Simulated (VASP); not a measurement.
Input of a VASP 6.6.1 run:

File INCAR:

```
SYSTEM = TaS2
ALGO     = Normal         ! electronic algorithm
EDIFF    = 1E-6           ! SCF threshold, eV
ENCUT    = 500            ! plane-wave cutoff, eV
GGA      = PE             ! functional
GGA_COMPAT= .False.      
ISIF     = 2              ! what is computed and relaxed
ISMEAR   = -1             ! smearing method
LASPH    = .True.         ! aspherical terms in the spheres
LCHARG   = .False.        ! write CHGCAR
LREAL    = .False.        ! projectors in reciprocal space
LWAVE    = .False.        ! write WAVECAR
NBANDS   = 18             ! bands
NELM     = 120            ! most SCF steps
PREC     = Accurate       ! precision mode
SIGMA    = 0.03           ! smearing width, eV
```

The input KPOINTS:

```
k-points
0
Gamma
  9 9 5
  0 0 0
```

POSCAR

```
TaS2
1.0
    3.4505021842      0.0000000000      0.0000000000
   -1.7252510921      2.9882225474      0.0000000000
    0.0000000000      0.0000000000      5.8600000000
Ta S
1 2
Direct
    0.0000000000      0.0000000000      0.0000000000
    0.3333333333      0.6666666667      0.2500000000
    0.6666666667      0.3333333333      0.7500000000
```

Potentials or basis: VASP PAW PBE potentials, release 64 (Ta_pv, S).

Run with:

```console
$ cat potpaw_PBE.64/Ta_pv/POTCAR potpaw_PBE.64/S/POTCAR > POTCAR
$ mpirun -np 1 vasp_std > vasp.out
```

(1) Estimate the largest force.

(2) Predict the pressure.

## Answers

(1) 0.456 eV/Å.

(2) 0.7 GPa.

Caveat: the cell differs from its parent crystal (equal xx and yy strain of +3 %); this functional lacks dispersion, which binds the layers, so the pressure and a relaxed spacing across them are unreliable.
